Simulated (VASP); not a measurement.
# MoS2 (R3m) in VASP: settings compared

MoS2 is run at these levels: PBEsol, r2SCAN+U; tasks: relaxation of cell and atoms, single point.

Program: VASP 6.6.1. These are calculated values, not measurements. Logs are shortened: lines on timing, memory, paths and dates and some standing lists are left out, and cuts for length are marked.

**1. The cell of the first run**

It takes space group R3m (No. 160, trigonal). Conventional cell: a = 3.160 Å, b = 3.160 Å, c = 18.450 Å, α = 90.00°, β = 90.00°, γ = 120.00°. Mo (site symmetry 3m) has 6 S at 2.39 Å and 6 Mo at 3.16 Å within 3.2 Å. S (site symmetry 3m) has 3 Mo at 2.39 Å and 7 S at 3.08 to 3.16 Å within 3.2 Å. S (site symmetry 3m) has 3 Mo at 2.39 Å and 7 S at 3.08 to 3.16 Å within 3.2 Å.

**2. Relaxation of cell and atoms, PBEsol**

Contents of INCAR:

```
ALGO = Fast
EDIFF = 1E-7
EDIFFG = -0.01
ENCUT = 600
GGA = PS
IBRION = 2
ISIF = 3
ISMEAR = 0
LASPH = True
LCHARG = False
LREAL = False
LWAVE = False
NELM = 60
NSW = 60
PREC = Accurate
SIGMA = 0.02
```

Contents of KPOINTS:

```
k-points
0
Gamma
  8 8 8
```

Contents of POSCAR:

```
MoS2
1.0
    1.5800000000      0.9122134253      6.1500000000
   -1.5800000000      0.9122134253      6.1500000000
    0.0000000000     -1.8244268506      6.1500000000
Mo S
1 2
Direct
    0.0000000000      0.0000000000      0.0000000000
    0.4170000000      0.4170000000      0.4170000000
    0.2500000000      0.2500000000      0.2500000000
```

Potentials or basis: VASP PAW PBE potentials, release 64 (Mo_sv, S).

The run is started by

```bash
cat potpaw_PBE.64/Mo_sv/POTCAR potpaw_PBE.64/S/POTCAR > POTCAR
mpirun -np 1 vasp_std > vasp.out
```

OUTCAR:

```text
EDIFF = 1E-7
   EDIFFG = -0.01
   ENCUT = 600
   GGA = PS
   IBRION = 2
   ISIF = 3
   ISMEAR = 0
   LASPH = True
   LREAL = False
   NELM = 60
   NSW = 60
   PREC = Accurate

 ion  position               nearest neighbor table
   1  0.000  0.000  0.000-   3 2.39   3 2.39   3 2.39   2 2.39   2 2.39   2 2.39
   2  0.417  0.417  0.417-   1 2.39   1 2.39   1 2.39
   3  0.250  0.250  0.250-   1 2.39   1 2.39   1 2.39

  LATTYP: Found a trigonal (rhomboedric) cell.
 ALAT       =     6.4149071181
 COS(alpha) =     0.8786713335

  Lattice vectors:

 A1 = (   1.5800000000,   0.9122134253,   6.1500000000)
 A2 = (  -1.5800000000,   0.9122134253,   6.1500000000)
 A3 = (   0.0000000000,  -1.8244268506,   6.1500000000)

Analysis of symmetry for initial positions (statically):
=====================================================================
 Subroutine PRICEL returns:
 Original cell was already a primitive cell.

 Routine SETGRP: Setting up the symmetry group for a
 trigonal (rhombohedral) supercell.

 Subroutine GETGRP returns: Found  6 space group operations
 (whereof  6 operations were pure point group operations)
 out of a pool of 12 trial point group operations.

The static configuration has the point symmetry C_3v.

Analysis of symmetry for dynamics (positions and initial velocities):
=====================================================================
 Subroutine PRICEL returns:
 Original cell was already a primitive cell.

 Routine SETGRP: Setting up the symmetry group for a
 trigonal (rhombohedral) supercell.

 Subroutine GETGRP returns: Found  6 space group operations
 (whereof  6 operations were pure point group operations)
 out of a pool of 12 trial point group operations.

The dynamic configuration has the point symmetry C_3v.

 Subroutine INISYM returns: Found  6 space group operations
 (whereof  6 operations are pure point group operations),
 and found     1 'primitive' translations

----------------------------------------------------------------------------------------

                                     Primitive cell

  volume of cell :      53.1839

  direct lattice vectors                    reciprocal lattice vectors
     1.580000000  0.912213425  6.150000000     0.316455696  0.182705781  0.054200542
    -1.580000000  0.912213425  6.150000000    -0.316455696  0.182705781  0.054200542
     0.000000000 -1.824426851  6.150000000     0.000000000 -0.365411563  0.054200542

  length of vectors
     6.414907118  6.414907118  6.414907118     0.369409406  0.369409406  0.369409406

  position of ions in fractional coordinates (direct lattice)
     0.000000000  0.000000000  0.000000000
     0.417000000  0.417000000  0.417000000
     0.250000000  0.250000000  0.250000000

  ion indices of the primitive-cell ions
   primitive index   ion index
                 1           1
                 2           2
                 3           3

----------------------------------------------------------------------------------------

 KPOINTS: k-points

Automatic generation of k-mesh.
 Grid dimensions read from file:
 generate k-points for:    8    8    8

 Generating k-lattice:

  Cartesian coordinates                     Fractional coordinates (reciprocal lattice)
     0.039556962  0.022838223  0.006775068     0.125000000 -0.000000000  0.000000000
    -0.039556962  0.022838223  0.006775068    -0.000000000  0.125000000  0.000000000
     0.000000000 -0.045676445  0.006775068     0.000000000  0.000000000  0.125000000

  Length of vectors
     0.046176176  0.046176176  0.046176176

  Shift w.r.t. Gamma in fractional coordinates (k-lattice)
     0.000000000  0.000000000  0.000000000

 Subroutine IBZKPT returns following result:
 ===========================================

 Found     65 irreducible k-points:

 Following reciprocal coordinates:
            Coordinates               Weight
  0.000000  0.000000  0.000000      1.000000
  0.125000 -0.000000  0.000000      6.000000
  0.250000 -0.000000  0.000000      6.000000
  0.375000 -0.000000  0.000000      6.000000
  0.500000 -0.000000  0.000000      3.000000
  0.125000  0.125000  0.000000      6.000000
[... 16 lines left out ...]
  0.250000  0.125000  0.125000      6.000000
  0.375000  0.125000  0.125000      6.000000
 [... further k-points ...]
   k-points           NKPTS =     65   k-points in BZ     NKDIM =     65   number of bands    NBANDS=     17
   number of dos      NEDOS =    301   number of ions     NIONS =      3
   total plane-waves  NPLWV = 157464
   dimension x,y,z NGX =    54 NGY =   54 NGZ =   54
   dimension x,y,z NGXF=   108 NGYF=  108 NGZF=  108
   ions per type =               1   2
   NGX,Y,Z   is equivalent  to a cutoff of  13.99, 13.99, 13.99 a.u.
   NGXF,Y,Z  is equivalent  to a cutoff of  27.99, 27.99, 27.99 a.u.
 SYSTEM =  unknown system
   PREC   = accura    normal or accurate (medium, high low for compatibility)
   ISTART =      0    job   : 0-new  1-cont  2-samecut
   ICHARG =      2    charge: 1-file 2-atom 10-const
   ISPIN  =      1    spin polarized calculation?
   LNONCOLLINEAR =      F non collinear calculations
   LSORBIT =      F    spin-orbit coupling
   LASPH  =      T    aspherical Exc in radial PAW
   ENCUT  =  600.0 eV  44.10 Ry    6.64 a.u.  12.81 12.81 12.81*2*pi/ulx,y,z
   NELM   =     60;   NELMIN=  2; NELMDL= -5     # of ELM steps
   EDIFF  = 0.1E-06   stopping-criterion for ELM
   LREAL  =      F    real-space projection
   EDIFFG = -.1E-01   stopping-criterion for IOM
   NSW    =     60    number of steps for IOM
   IBRION =      2    ionic relax: 0-MD 1-quasi-New 2-CG
   NFREE  =      1    steps in history (QN), initial steepest desc. (CG)
   ISIF   =      3    stress and relaxation
   ISYM   =      2    0-nonsym 1-usesym 2-fastsym
   POTIM  = 0.5000    time-step for ionic-motion
   TEBEG  =    0.0;   TEEND  =   0.0 temperature during run
   PSTRESS=    0.0 pullay stress
   NELECT =      26.0000    total number of electrons
   NUPDOWN=      -1.0000    fix difference up-down
   EMIN   =  10.00;   EMAX   =-10.00  energy-range for DOS
   EFERMI =   0.00;   METHOD = LEGACY
   ISMEAR =     0;   SIGMA  =   0.02  broadening in eV -4-tet -1-fermi 0-gaus
   EFERMI_NEDOS =   21; number of points for ismear=-14 and -15
   IALGO  =     68    algorithm
   IMIX   =      4    mixing-type and parameters
     AMIX     =   0.40;   BMIX     =  1.00
     AMIX_MAG =   1.60;   BMIX_MAG =  1.00
  volume/ion in A,a.u.               =      17.73       119.63
  Fermi-wavevector in a.u.,A,eV,Ry     =   1.289652  2.437089 22.629252  1.663203
  Thomas-Fermi vector in A             =   2.421532
   LORBIT       =      0    0 simple, 1 ext, 2 COOP (PROOUT), +10 PAW based schemes
   GGA     = PS    functional components
   LHFCALC =     F    Hartree Fock is set to
   AEXX    =    0.0000 exact exchange contribution
   IVDW    =     0    specifies the selected vdW correction
   LEPSILON=     F    determine dielectric tensor
   LRPA    =     F    only Hartree local field effects (RPA)
 conjugate gradient relaxation of ions
 non-spin polarized calculation
 RMM-DIIS sequential band-by-band and
 Gauss-broadening in eV      SIGMA  =   0.02
  energy-cutoff  :      600.00
  volume of cell :       53.18
 maximum number of plane-waves:      1803
 NGX is ok and might be reduce to    54
   NGX = 25   NGY = 25   NGZ = 25

--------------------------------------- Ionic step        1  -------------------------------------------

 number of electron      26.0000000 magnetization

 Free energy of the ion-electron system (eV)
  ---------------------------------------------------
  ext. energy  EPLUGINS =         0.00000000
  ---------------------------------------------------
  free energy    TOTEN  =       -23.44491235 eV

  energy without entropy =      -23.44491235  energy(sigma->0) =      -23.44491235

------------------------ aborting loop because EDIFF is reached ----------------------------------------

  FORCE on cell =-STRESS in cart. coord.  units (eV):
  Direction    XX          YY          ZZ          XY          YZ          ZX
  --------------------------------------------------------------------------------------
  -------------------------------------------------------------------------------------
  Total       -0.2155498     -0.2155498      0.7647967      0.0000000      0.0000000      0.0000000
  in kB       -6.4934913     -6.4934913     23.0396920      0.0000000      0.0000000      0.0000000
  external PRESSURE =       3.3509031 kB  Pullay stress =       0.0000000 kB
[... 92 lines left out ...]
  FREE ENERGIE OF THE ION-ELECTRON SYSTEM (eV)
  ---------------------------------------------------
  free  energy   TOTEN  =       -23.4492335929 eV

  energy  without entropy=      -23.4492335929  energy(sigma->0) =      -23.44923359

[... ionic steps 4 to 16 ...]

--------------------------------------- Ionic step       17  -------------------------------------------

 number of electron      26.0000000 magnetization

------------------------ aborting loop because EDIFF is reached ----------------------------------------

  FORCE on cell =-STRESS in cart. coord.  units (eV):
  Direction    XX          YY          ZZ          XY          YZ          ZX
  --------------------------------------------------------------------------------------
  -------------------------------------------------------------------------------------
  Total       -0.0194383     -0.0194383      0.0429281      0.0000000      0.0000000      0.0000000
  in kB       -0.5810220     -0.5810220      1.2831483      0.0000000      0.0000000      0.0000000
  external PRESSURE =       0.0403681 kB  Pullay stress =       0.0000000 kB
[... 59 lines left out ...]
  energy  without entropy=      -23.4508231765  energy(sigma->0) =      -23.45082318

--------------------------------------- Ionic step       19  -------------------------------------------

 number of electron      26.0000000 magnetization

 Free energy of the ion-electron system (eV)
  ---------------------------------------------------
  ext. energy  EPLUGINS =         0.00000000
  ---------------------------------------------------
  free energy    TOTEN  =       -23.45083838 eV

  energy without entropy =      -23.45083838  energy(sigma->0) =      -23.45083838

 E-fermi :   7.5633     XC(G=0): -10.9428

 val. band max:        7.3276647512   @ k =   0.5000   0.5000   0.5000
 cond. band min:       8.4333323594   @ k =  -0.2500   0.1250  -0.0000
 fundamental gap:      1.1056676082
 Fermi energy:         7.5632598216

 k-point     1 :       0.0000    0.0000    0.0000
  band No.  band energies     occupation
      1     -53.9901      2.00000
      2     -28.2022      2.00000
      3     -27.9406      2.00000
      4     -27.9406      2.00000
      5      -7.6319      2.00000
      6      -5.9826      2.00000
[... 9 lines left out ...]
     16       9.9194      0.00000
     17       9.9194      0.00000
[... 443 lines left out ...]
      1     -53.9677      2.00000
      2     -28.1585      2.00000
      3     -28.1584      2.00000
      4     -27.9903      2.00000
      5      -6.6793      2.00000
      6      -5.7547      2.00000
[... 9 lines left out ...]
     16       9.9653      0.00000
     17      10.5511      0.00000

 [... further k-points ...]
[... 5 lines left out ...]
  --------------------------------------------------------------------------------------
  -------------------------------------------------------------------------------------
  Total       -0.0017672     -0.0017672      0.0200170      0.0000000      0.0000000     -0.0000000
  in kB       -0.0528093     -0.0528093      0.5981605      0.0000000      0.0000000     -0.0000000
  external PRESSURE =       0.1641807 kB  Pullay stress =       0.0000000 kB
[... 18 lines left out ...]
  FREE ENERGIE OF THE ION-ELECTRON SYSTEM (eV)
  ---------------------------------------------------
  free  energy   TOTEN  =       -23.4508383756 eV

  energy  without entropy=      -23.4508383756  energy(sigma->0) =      -23.45083838

 reached required accuracy - stopping structural energy minimisation
```

Run time: 30 min. Hardware: 1 thread of Intel Xeon 6975P-C (Granite Rapids), shared host; peak memory 0.44 GiB.

What came out:

```
Free energy                           : -23.4508 eV
Relaxed volume                        : 17.87 Å³/atom
Relaxed cell                          : a = 6.522 Å, b = 6.522 Å, c = 6.522 Å, α = 27.89°, β = 27.89°, γ = 27.89°
Space group after relaxing (to 0.1 Å) : R3m (No. 160)
Energy gained by relaxing             : 2.0 meV/atom
Ionic steps                           : 19
Pressure after relaxing               : 0.0 GPa
Largest force after relaxing          : 0.005 eV/Å
Band gap on the k mesh                : 1.11 eV (least direct gap 2.10 eV)
```

Forces on the atoms (eV/Å):
```
Mo   0.000  0.000  0.001
S    0.000  0.000  0.004
S    0.000  0.000 -0.005
```

The path:
```
step  energy change (eV)  largest force (eV/Å)  pressure (GPa)  volume (Å³)
   1              0.0000                0.2598            0.34        53.18
   2             -0.0013                0.3285           -1.68        53.47
   3             -0.0043                0.0665           -0.78        53.34
   4             -0.0047                0.0272            0.70        52.80
   5             -0.0054                0.0290            0.04        53.04
   6             -0.0054                0.0295            0.05        53.03
   7             -0.0055                0.0287            0.05        53.05
   8             -0.0055                0.0320            0.05        53.06
   9             -0.0055                0.0317            0.03        53.09
  10             -0.0056                0.0315           -0.03        53.17
  11             -0.0057                0.0309           -0.15        53.35
  12             -0.0057                0.0374           -0.38        53.70
  13             -0.0058                0.0300           -0.27        53.54
  14             -0.0058                0.0251           -0.24        53.55
  15             -0.0059                0.0115           -0.13        53.57
  16             -0.0059                0.0288            0.08        53.62
  17             -0.0059                0.0163            0.00        53.60
  18             -0.0059                0.0129            0.01        53.60
  19             -0.0059                0.0049            0.02        53.62
```

Final structure:
```
Mo S
1.0
     1.57179    0.90747    6.26487
    -1.57179    0.90747    6.26487
     0.00000   -1.81495    6.26487
Mo S
1 2
Direct
  0.00010 0.00010 0.00010
  0.41633 0.41633 0.41633
  0.25057 0.25057 0.25057
```

Caveat: the PAW data sets were made with another functional, which shifts forces and pressure a little. Zero-point motion and thermal expansion aren't in these numbers.

**3. Single point, r2SCAN+U**

This run uses another cell than the first one, of 20.13 Å³/atom.

Contents of POSCAR:

```
MoS2
1.0
    1.6574300065      0.9569176604      6.3462187541
   -1.6574300065      0.9569176604      6.3462187541
    0.0000000000     -1.9138353208      6.3462187541
Mo S
1 2
Direct
    0.0001041281      0.0001041281      0.0001041281
    0.4129018431      0.4129018431      0.4129018431
    0.2539940288      0.2539940288      0.2539940288
```

Contents of INCAR.step1:

```
  ALGO = Normal
  EDIFF = 1E-4
  ENCUT = 520
  GGA = PE
  ISMEAR = -1
  LASPH = True
  LCHARG = False
  LDAU = True
  LDAUJ = 0 0
  LDAUL = 2 -1
  LDAUTYPE = 2
  LDAUU = 8 0
  LMAXMIX = 4
  LREAL = False
  LWAVE = True
  NBANDS = 20
  NELM = 150
  PREC = Accurate
  SIGMA = 0.05
```

Contents of INCAR.step2:

```
  ALGO = Normal
  EDIFF = 1E-7
  ENCUT = 520
  ISIF = 2
  ISMEAR = -1
  ISTART = 1
  LASPH = True
  LCHARG = True
  LDAU = True
  LDAUJ = 0 0
  LDAUL = 2 -1
  LDAUPRINT = 1
  LDAUTYPE = 2
  LDAUU = 8 0
  LELF = True
  LMAXMIX = 4
  LMIXTAU = True
  LREAL = False
  LVHAR = True
  LWAVE = False
  METAGGA = R2SCAN
  NBANDS = 20
  NELM = 150
  PREC = Accurate
  SIGMA = 0.05
```

Contents of KPOINTS:

```
k-points
0
Gamma
  10 10 10
```

Potentials or basis: VASP PAW PBE potentials, release 64 (Mo_sv, S).

The run is started by

```bash
cat potpaw_PBE.64/Mo_sv/POTCAR potpaw_PBE.64/S/POTCAR > POTCAR
cp INCAR.step1 INCAR
mpirun -np 1 vasp_std > vasp.out
cp INCAR.step2 INCAR
mpirun -np 1 vasp_std > vasp.out
```

It took 35 min on 1 thread of Intel Xeon Platinum 8488C (Sapphire Rapids), shared host; peak memory 0.46 GiB.

Results (log left out):

* Free energy: -35.6202 eV
* Pressure: 2.7 GPa
* Largest force: 0.672 eV/Å
* Band gap on the k mesh: 0.83 eV (least direct gap 1.20 eV)

Forces in eV/Å, atoms in the order of the input:
```
Mo   0.000  0.000  0.002
S    0.000  0.000  0.670
S    0.000  0.000 -0.672
```

Stress tensor (GPa, compression positive):
```
1.31 0.00 0.00
0.00 1.31 0.00
0.00 0.00 5.45
```

Levels at points of the mesh, in eV from the valence-band top:
| k point | band 10 | band 11 | band 12 | band 13 | band 14 | band 15 | band 16 | band 17 |
| --- | --- | --- | --- | --- | --- | --- | --- | --- |
| (0.00, 0.00, 0.00) | -1.28 | -1.28 | -0.87 | -0.24 | 3.19 | 3.19 | 3.55 | 3.55 |
| (0.50, 0.00, 0.00) | -2.84 | -1.20 | -1.17 | -1.02 | 2.09 | 2.84 | 4.74 | 4.90 |
| (0.50, 0.50, 0.00) | -2.78 | -1.45 | -1.28 | -1.10 | 2.16 | 2.81 | 4.41 | 5.16 |
| (0.50, 0.50, 0.50) | -1.94 | -1.26 | -1.26 | 0.00 | 3.24 | 3.24 | 3.47 | 3.47 |

Eigenvalues of the final occupation matrices:
| site | spin | trace | eigenvalues |
| --- | --- | --- | --- |
| site 1 d | 1 | 1.84 | 0.26 0.26 0.32 0.32 0.68 |
| site 1 d | 2 | 1.84 | 0.26 0.26 0.32 0.32 0.68 |

Caveat: the PAW data sets were made with another functional, which shifts forces and pressure a little. A k mesh can miss the band edges.

[end of part 1 of 2]
